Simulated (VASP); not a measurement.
GaP, 2 atoms in the cell. Symmetry: F-43m, No. 216, cubic system. The conventional cell has a = 5.377 Å, b = 5.377 Å, c = 5.377 Å, α = 90.00°, β = 90.00°, γ = 90.00°. Within 3.1 Å of Ga (site symmetry -43m) lie 4 P at 2.33 Å. Within 3.1 Å of P (site symmetry -43m) lie 4 Ga at 2.33 Å.  This cell differs from its parent crystal: volume scaled by 0.96.

- Program: VASP 6.6.1
- Task: electric field gradients
- Functional: PBEsol
- Potentials or basis: VASP PAW PBE potentials, release 64 (Ga_d, P)
- Cutoff: 520 eV
- k mesh: 12 × 12 × 12
- Occupations: fermi-dirac, width 0.08 eV
- Spin: no spin polarisation
- Dipole correction: no
- Further INCAR settings: ALGO = Normal; EDIFF = 1e-08; NBANDS = 16

Potentials or basis: VASP PAW PBE potentials, release 64 (Ga_d, P).

Launch:

```bash
$ cat potpaw_PBE.64/Ga_d/POTCAR potpaw_PBE.64/P/POTCAR > POTCAR
$ mpirun -np 1 vasp_std > vasp.out
```

Hardware: 1 thread of AMD EPYC 9R45 96-Core Processor (Zen 5), with other jobs on the host.

Task: Estimate the wall time of this run.

Result: Run time: 24 s on 1 thread of AMD EPYC 9R45 96-Core Processor (Zen 5), with other jobs on the host, peak memory 0.15 GiB. Counts: scf iterations 14, k points 72.
